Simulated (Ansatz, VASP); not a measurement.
# Two plane-wave programs on SnO

```
Sn O
1.0
     3.76398    0.00000    0.00000
     0.00000    3.76398    0.00000
     0.00000    0.00000    4.83600
Sn O
2 2
Cartesian
  0.0000 1.8820 1.1534
  1.8820 0.0000 3.6826
  0.0000 0.0000 0.0000
  1.8820 1.8820 0.0000
```

Change from the starting cell: equal xx and yy strain of -1 %, PAW files.

Alike in both runs: task electric field gradients; functional LDA; k mesh 6 × 6 × 5; occupations fermi-dirac, width 0.02 eV; no spin polarisation.

```csv
,VASP,Ansatz
version,VASP 6.6.1,Ansatz 0.2.0
potentials or method,"VASP PAW LDA potentials, release 64 (Sn_d, O_h)","PAW with Ansatz's default frozen-core files, scalar-relativistic"
plane-wave cutoff (eV),1000,420
valence electrons in the cell,40,40
```

```csv
,VASP,Ansatz,Ansatz less VASP
rms of the force components (eV/Å),0.041,0.004,-0.0374
size of Vzz on the site where it differs most (V/Å²),170.0,176.6,+6.62
```

LDA's correlation is that of Perdew and Zunger in VASP and of Perdew and Wang (1992) in Ansatz. Atom by atom the forces differ by 0.045 eV/Å (rms over components).
